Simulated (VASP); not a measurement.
# HfH2 (I4/mmm) in VASP: notebook

Runs on HfH2. Level: LDA. Tasks: single point.

Everything below comes from runs of VASP 6.6.1. Logs are shortened: lines on timing, memory, paths and dates and some standing lists are left out, and cuts for length are marked.

## (1) The cell of the first run

Symmetry: I4/mmm, No. 139, tetragonal system. Conventional cell: a = 3.478 Å, b = 3.478 Å, c = 4.448 Å, α = 90.00°, β = 90.00°, γ = 90.00°. Within 2.7 Å of Hf (site symmetry 4/mmm) lie 8 H at 2.06 Å. Within 2.7 Å of H (site symmetry -4m2) lie 4 Hf at 2.06 Å and 6 H at 2.22 to 2.46 Å.

## (2) Single point, LDA (zz strain of +2 %)

The input, INCAR:

```
SYSTEM = HfH2
PREC = Accurate
ENCUT = 520
EDIFF = 1E-6
ISMEAR = -1
SIGMA = 0.03
LREAL = .False.
LASPH = .True.
NELM = 100
ALGO = Normal
ISIF = 2
LWAVE = .False.
LCHARG = .False.
NBANDS = 13
```

The input, KPOINTS:

```
Automatic mesh
0
Gamma
  12 12 12
  0 0 0
```

The input, POSCAR:

```
HfH2
1.0
   -1.7390000000      1.7390000000      2.2241100000
    1.7390000000     -1.7390000000      2.2241100000
    1.7390000000      1.7390000000     -2.2241100000
Hf H
1 2
Direct
    0.0000000000      0.0000000000      0.0000000000
    0.7500000000      0.2500000000      0.5000000000
    0.2500000000      0.7500000000      0.5000000000
```

Potentials or basis: VASP PAW LDA potentials, release 64 (Hf_pv, H).

Started as:

```sh
$ cat potpaw_LDA.64/Hf_pv/POTCAR potpaw_LDA.64/H/POTCAR > POTCAR
$ mpirun -np 1 vasp_std > vasp.out
```

OUTCAR:

```text
SYSTEM = HfH2
   PREC = Accurate
   ENCUT = 520
   EDIFF = 1E-6
   ISMEAR = -1
   LREAL = .False.
   LASPH = .True.
   NELM = 100
   ISIF = 2

 ion  position               nearest neighbor table
   1  0.000  0.000  0.000-   2 2.06   3 2.06   2 2.06   3 2.06   2 2.06   3 2.06   2 2.06   3 2.06

   2  0.750  0.250  0.500-   1 2.06   1 2.06   1 2.06   1 2.06
   3  0.250  0.750  0.500-   1 2.06   1 2.06   1 2.06   1 2.06

  LATTYP: Found a body centered tetragonal cell.
 ALAT       =     3.4780000000
 C/A-ratio  =     1.2789591719

  Lattice vectors:

 A1 = (  -1.7390000000,   1.7390000000,   2.2241100000)
 A2 = (   1.7390000000,  -1.7390000000,   2.2241100000)
 A3 = (   1.7390000000,   1.7390000000,  -2.2241100000)

Analysis of symmetry for initial positions (statically):
=====================================================================
 Subroutine PRICEL returns:
 Original cell was already a primitive cell.

 Routine SETGRP: Setting up the symmetry group for a
 body centered tetragonal supercell.

 Subroutine GETGRP returns: Found 16 space group operations
 (whereof 16 operations were pure point group operations)
 out of a pool of 16 trial point group operations.

The static configuration has the point symmetry D_4h.

Analysis of symmetry for dynamics (positions and initial velocities):
=====================================================================
 Subroutine PRICEL returns:
 Original cell was already a primitive cell.

 Routine SETGRP: Setting up the symmetry group for a
 body centered tetragonal supercell.

 Subroutine GETGRP returns: Found 16 space group operations
 (whereof 16 operations were pure point group operations)
 out of a pool of 16 trial point group operations.

The dynamic configuration has the point symmetry D_4h.

 Subroutine INISYM returns: Found 16 space group operations
 (whereof 16 operations are pure point group operations),
 and found     1 'primitive' translations

----------------------------------------------------------------------------------------

                                     Primitive cell

  volume of cell :      26.9039

  direct lattice vectors                    reciprocal lattice vectors
    -1.739000000  1.739000000  2.224110000     0.000000000  0.287521564  0.224809025
     1.739000000 -1.739000000  2.224110000     0.287521564  0.000000000  0.224809025
     1.739000000  1.739000000 -2.224110000     0.287521564  0.287521564  0.000000000

  length of vectors
     3.315856947  3.315856947  3.315856947     0.364976366  0.364976366  0.406616895

  position of ions in fractional coordinates (direct lattice)
     0.000000000  0.000000000  0.000000000
     0.750000000  0.250000000  0.500000000
     0.250000000  0.750000000  0.500000000

  ion indices of the primitive-cell ions
   primitive index   ion index
                 1           1
                 2           2
                 3           3

----------------------------------------------------------------------------------------

 KPOINTS: Automatic mesh

Automatic generation of k-mesh.
 Grid dimensions read from file:
 generate k-points for:   12   12   12

 Generating k-lattice:

  Cartesian coordinates                     Fractional coordinates (reciprocal lattice)
     0.000000000  0.023960130  0.018734085     0.083333333  0.000000000 -0.000000000
     0.023960130  0.000000000  0.018734085     0.000000000  0.083333333 -0.000000000
     0.023960130  0.023960130  0.000000000     0.000000000  0.000000000  0.083333333

  Length of vectors
     0.030414697  0.030414697  0.033884741

  Shift w.r.t. Gamma in fractional coordinates (k-lattice)
     0.000000000  0.000000000  0.000000000

 Subroutine IBZKPT returns following result:
 ===========================================

 Found    163 irreducible k-points:

 Following reciprocal coordinates:
            Coordinates               Weight
  0.000000  0.000000  0.000000      1.000000
  0.083333  0.000000  0.000000      8.000000
  0.166667  0.000000 -0.000000      8.000000
  0.250000  0.000000 -0.000000      8.000000
  0.333333  0.000000  0.000000      8.000000
  0.416667  0.000000  0.000000      8.000000
[... 16 lines left out ...]
  0.500000  0.166667  0.000000     16.000000
 -0.416667  0.166667  0.000000     16.000000
 [... further k-points ...]
   k-points           NKPTS =    163   k-points in BZ     NKDIM =    163   number of bands    NBANDS=     13
   number of dos      NEDOS =    301   number of ions     NIONS =      3
   total plane-waves  NPLWV =  21952
   dimension x,y,z NGX =    28 NGY =   28 NGZ =   28
   dimension x,y,z NGXF=    56 NGYF=   56 NGZF=   56
   ions per type =               1   2
   NGX,Y,Z   is equivalent  to a cutoff of  14.04, 14.04, 14.04 a.u.
   NGXF,Y,Z  is equivalent  to a cutoff of  28.08, 28.08, 28.08 a.u.
 SYSTEM =  HfH2
   PREC   = accura    normal or accurate (medium, high low for compatibility)
   ISTART =      0    job   : 0-new  1-cont  2-samecut
   ICHARG =      2    charge: 1-file 2-atom 10-const
   ISPIN  =      1    spin polarized calculation?
   LNONCOLLINEAR =      F non collinear calculations
   LSORBIT =      F    spin-orbit coupling
   LASPH  =      T    aspherical Exc in radial PAW
   ENCUT  =  520.0 eV  38.22 Ry    6.18 a.u.   6.17  6.17  6.17*2*pi/ulx,y,z
   NELM   =    100;   NELMIN=  2; NELMDL= -5     # of ELM steps
   EDIFF  = 0.1E-05   stopping-criterion for ELM
   LREAL  =      F    real-space projection
   EDIFFG = 0.1E-04   stopping-criterion for IOM
   NSW    =      0    number of steps for IOM
   IBRION =     -1    ionic relax: 0-MD 1-quasi-New 2-CG
   NFREE  =      0    steps in history (QN), initial steepest desc. (CG)
   ISIF   =      2    stress and relaxation
   ISYM   =      2    0-nonsym 1-usesym 2-fastsym
   POTIM  = 0.5000    time-step for ionic-motion
   TEBEG  =    0.0;   TEEND  =   0.0 temperature during run
   PSTRESS=    0.0 pullay stress
   NELECT =      12.0000    total number of electrons
   NUPDOWN=      -1.0000    fix difference up-down
   EMIN   =  10.00;   EMAX   =-10.00  energy-range for DOS
   EFERMI =   0.00;   METHOD = LEGACY
   ISMEAR =    -1;   SIGMA  =   0.03  broadening in eV -4-tet -1-fermi 0-gaus
   EFERMI_NEDOS =   21; number of points for ismear=-14 and -15
   IALGO  =     38    algorithm
   IMIX   =      4    mixing-type and parameters
     AMIX     =   0.40;   BMIX     =  1.00
     AMIX_MAG =   1.60;   BMIX_MAG =  1.00
  volume/ion in A,a.u.               =       8.97        60.52
  Fermi-wavevector in a.u.,A,eV,Ry     =   1.250826  2.363718 21.287196  1.564565
  Thomas-Fermi vector in A             =   2.384802
   LORBIT       =      0    0 simple, 1 ext, 2 COOP (PROOUT), +10 PAW based schemes
   GGA     = CA    functional components
   LHFCALC =     F    Hartree Fock is set to
   AEXX    =    0.0000 exact exchange contribution
   IVDW    =     0    specifies the selected vdW correction
   LEPSILON=     F    determine dielectric tensor
   LRPA    =     F    only Hartree local field effects (RPA)
 non-spin polarized calculation
  energy-cutoff  :      520.00
  volume of cell :       26.90
 maximum number of plane-waves:       756
 NGX is ok and might be reduce to    28
   NGX = 13   NGY = 13   NGZ = 13

 number of electron      11.9999998 magnetization

 Free energy of the ion-electron system (eV)
  ---------------------------------------------------
  ext. energy  EPLUGINS =         0.00000000
  ---------------------------------------------------
  free energy    TOTEN  =       -19.42157205 eV

  energy without entropy =      -19.41942332  energy(sigma->0) =      -19.42049769

 E-fermi :   5.0597     XC(G=0): -11.5152

 val. band max:        5.0465524347   @ k =  -0.0833  -0.1667   0.0833
 cond. band min:       5.0779926272   @ k =  -0.0833   0.1667   0.0833
 fundamental gap:      0.0314401925
 Fermi energy:         5.0596602338

 k-point     1 :       0.0000    0.0000    0.0000
  band No.  band energies     occupation
      1     -25.7816      2.00000
      2     -25.7816      2.00000
      3     -25.7272      2.00000
      4      -5.9700      2.00000
      5       3.8811      2.00000
      6       4.5976      2.00000
      7       4.5976      2.00000
      8       5.2340      0.00596
      9       6.9839      0.00000
     10       8.1255      0.00000
     11      16.3289      0.00000
     12      16.5638      0.00000
     13      17.0272      0.00000

 k-point     2 :       0.0833    0.0000    0.0000
  band No.  band energies     occupation
      1     -25.8100      2.00000
      2     -25.7885      2.00000
      3     -25.7392      2.00000
      4      -5.7827      2.00000
      5       2.6999      2.00000
      6       4.6844      1.99999
      7       5.0433      1.26593
      8       6.2874      0.00000
      9       6.9247      0.00000
     10       7.9984      0.00000
     11      15.2166      0.00000
     12      16.5550      0.00000
     13      17.4257      0.00000

 k-point     3 :       0.1667    0.0000   -0.0000
  band No.  band energies     occupation
      1     -25.9052      2.00000
      2     -25.8075      2.00000
      3     -25.7531      2.00000
      4      -5.2560      2.00000
      5       1.4396      2.00000
      6       4.8367      1.99882
      7       5.3408      0.00017
      8       6.9215      0.00000
      9       7.6411      0.00000
     10       8.2001      0.00000
     11      13.9653      0.00000
     12      16.5500      0.00000
     13      18.3267      0.00000

 k-point     4 :       0.2500    0.0000   -0.0000
  band No.  band energies     occupation
      1     -26.0394      2.00000
      2     -25.8333      2.00000
      3     -25.7644      2.00000
      4      -4.5057      2.00000
      5       0.5083      2.00000
      6       4.8131      1.99946
      7       5.5936      0.00000
      8       7.3315      0.00000
      9       7.6274      0.00000
     10       9.6678      0.00000
     11      13.3634      0.00000
     12      15.9708      0.00000
     13      16.5897      0.00000

 k-point     5 :       0.3333    0.0000    0.0000
  band No.  band energies     occupation
      1     -26.1712      2.00000
      2     -25.8589      2.00000
      3     -25.7741      2.00000
      4      -3.7524      2.00000
      5       0.0049      2.00000
      6       4.6177      2.00000
      7       5.6145      0.00000
      8       8.0065      0.00000
      9       8.1879      0.00000
     10      10.0725      0.00000
     11      13.1478      0.00000
     12      14.7043      0.00000
     13      16.5670      0.00000
[... 257 lines left out ...]
 k-point    22 :       0.4167    0.1667    0.0000
  band No.  band energies     occupation
      1     -26.2511      2.00000
      2     -25.9611      2.00000
      3     -25.8181      2.00000
      4      -2.5421      2.00000
      5      -0.3830      2.00000
      6       3.7227      2.00000
      7       5.8028      0.00000
      8       8.5192      0.00000
      9       9.7267      0.00000
     10      10.4211      0.00000
     11      11.9127      0.00000
     12      14.2505      0.00000
     13      16.5611      0.00000

 k-point    23 :       0.5000    0.1667    0.0000
  band No.  band energies     occupation
      1     -26.2441      2.00000
      2     -25.9419      2.00000
      3     -25.8262      2.00000
      4      -2.6269      2.00000
      5      -0.3325      2.00000
      6       3.6402      2.00000
      7       5.8262      0.00000
      8       8.8914      0.00000
      9       9.0607      0.00000
     10      10.6492      0.00000
     11      11.9673      0.00000
     12      14.6694      0.00000
     13      16.3163      0.00000

 k-point    24 :      -0.4167    0.1667    0.0000
  band No.  band energies     occupation
      1     -26.1905      2.00000
      2     -25.9056      2.00000
      3     -25.8265      2.00000
      4      -3.0088      2.00000
      5      -0.3674      2.00000
      6       3.8092      2.00000
      7       5.9329      0.00000
      8       7.9231      0.00000
      9       9.0156      0.00000
     10      11.4233      0.00000
     11      12.4603      0.00000
     12      14.4058      0.00000
     13      16.5013      0.00000

 [... further k-points ...]

------------------------ aborting loop because EDIFF is reached ----------------------------------------

  FORCE on cell =-STRESS in cart. coord.  units (eV):
  Direction    XX          YY          ZZ          XY          YZ          ZX
  --------------------------------------------------------------------------------------
  -------------------------------------------------------------------------------------
  Total       -1.7385092     -1.7385092     -1.9843658      0.0000000     -0.0000000     -0.0000000
  in kB     -103.5314162   -103.5314162   -118.1726314      0.0000000     -0.0000000     -0.0000000
  external PRESSURE =    -108.4118213 kB  Pullay stress =       0.0000000 kB

 VOLUME and BASIS-vectors are now :
 -----------------------------------------------------------------------------
  energy-cutoff  :      520.00
  volume of cell :       26.90
      direct lattice vectors                 reciprocal lattice vectors
    -1.739000000  1.739000000  2.224110000     0.000000000  0.287521564  0.224809025
     1.739000000 -1.739000000  2.224110000     0.287521564  0.000000000  0.224809025
     1.739000000  1.739000000 -2.224110000     0.287521564  0.287521564  0.000000000

 POSITION                                       TOTAL-FORCE (eV/Angst)
 -----------------------------------------------------------------------------------
      0.00000      0.00000      0.00000         0.000000      0.000000     -0.000000
     -0.00000      1.73900      1.11206         0.000000      0.000000      0.000000
      1.73900     -0.00000      1.11206        -0.000000     -0.000000      0.000000
 -----------------------------------------------------------------------------------
    total drift:                               -0.000000     -0.000000      0.000000

  FREE ENERGIE OF THE ION-ELECTRON SYSTEM (eV)
  ---------------------------------------------------
  free  energy   TOTEN  =       -19.4215720522 eV

  energy  without entropy=      -19.4194233194  energy(sigma->0) =      -19.42049769
```

Run time: 31 s. Hardware: 1 thread of Intel Xeon 6975P-C (Granite Rapids), shared host; peak memory 0.19 GiB.

Results:

```yaml
Free_energy: -19.4216 eV
Pressure: -10.8 GPa
Band_gap_on_the_k_mesh: zero (bands 6 and 7 overlap by 0.89 eV)
```

Levels at points of the mesh, in eV from the Fermi level:
| k point | band 3 | band 4 | band 5 | band 6 | band 7 | band 8 | band 9 | band 10 |
| --- | --- | --- | --- | --- | --- | --- | --- | --- |
| (0.00, 0.00, 0.00) | -30.79 | -11.03 | -1.18 | -0.46 | -0.46 | 0.17 | 1.92 | 3.07 |
| (0.50, 0.00, 0.00) | -30.84 | -8.19 | -5.04 | -0.70 | 0.40 | 3.75 | 4.58 | 4.68 |
| (0.50, 0.50, 0.00) | -30.95 | -6.53 | -5.51 | -3.98 | 3.88 | 4.12 | 5.01 | 6.35 |
| (0.50, 0.50, 0.50) | -31.08 | -7.40 | -4.37 | -3.71 | 4.40 | 4.53 | 4.53 | 5.69 |

Caveat: the cell differs from its parent crystal (zz strain of +2 %); the cell stands under tension; spin-orbit coupling is left out, which moves the levels of the heavy elements.

(Part 1 of 2 ends here.)
